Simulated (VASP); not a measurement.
A run of VASP 6.6.1 is set up as follows.

INCAR

```
SYSTEM = MgO
  ALGO = Normal
  EDIFF = 1E-8
  ENCUT = 520
  GGA = PE
  ISIF = 2
  ISMEAR = -1
  LASPH = .TRUE.
  LCHARG = .FALSE.
  LEFG = .TRUE.
  LREAL = .FALSE.
  LWAVE = .FALSE.
  NBANDS = 11
  NELM = 100
  PREC = Accurate
  SIGMA = 0.08
```

The input KPOINTS:

```
k-points
0
G
  13 13 13
  0 0 0
```

The input POSCAR:

```
MgO
1.0
    0.0000000000      2.2592223707      2.2592223707
    2.2592223707      0.0000000000      2.2592223707
    2.2592223707      2.2592223707      0.0000000000
Mg O
1 1
Direct
    0.0000000000      0.0000000000      0.0000000000
    0.2500000000      0.2500000000      0.2500000000
```

Potentials or basis: VASP PAW PBE potentials, release 64 (Mg, O).

The run is started by

```bash
$ cat potpaw_PBE.64/Mg/POTCAR potpaw_PBE.64/O/POTCAR > POTCAR
$ mpirun -np 1 vasp_std > vasp.out
```

Predict the band gap on the k mesh.

3.81 eV, direct.

What does it give for the pressure?

7.7 GPa.

Caveat: without QUAD_EFG the Cq values of the log hold for a quadrupole moment of 1 mb, not for the nuclei. A k mesh can miss the band edges.
